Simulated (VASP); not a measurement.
Crystal: HfO2.

```
Hf O
1.0
     5.11291    0.00000    0.00000
     0.00000    4.90260    0.00000
     0.00000    0.00000    4.92995
Hf O
4 8
Cartesian
  4.9442 3.5913 3.6553
  2.7252 3.5913 1.1903
  2.3877 1.3113 3.6553
  0.1688 1.3113 1.1903
  3.2320 4.5528 4.3347
  4.4374 4.5528 1.8698
  1.1962 2.6468 2.4270
  1.3603 2.6468 4.8920
  3.9168 2.2558 4.8920
  3.7526 2.2558 2.4270
  0.6756 0.3498 4.3347
  1.8809 0.3498 1.8698
```

Base run:

| Item | Value |
| --- | --- |
| Program | VASP 6.6.1 |
| Functional | PBE |
| Dispersion | D4 |
| Potentials or basis | VASP PAW PBE potentials, release 64 (Hf_pv, O) |
| Cutoff | 520 eV |
| k mesh | 5 × 6 × 5 |
| Occupations | fermi-dirac, width 0.05 eV |
| Spin | no spin polarisation |

Its results: band gap on the k mesh 4.65 eV (least direct gap 4.85 eV); pressure 21.7 GPa; largest force 0.311 eV/Å.

The run is repeated on the same cell with these changes: functional from PBE to RPBE. What comes out?

Band gap on the k mesh 4.73 eV (least direct gap 4.92 eV); pressure 21.7 GPa; largest force 0.323 eV/Å.

Caveats: the cell stands under pressure; spin-orbit coupling is left out, which moves the levels of the heavy elements; an odd mesh through Γ misses points on the zone boundary, where band edges can lie; the PAW data sets were made with another functional, which shifts forces and pressure a little (at least some runs).
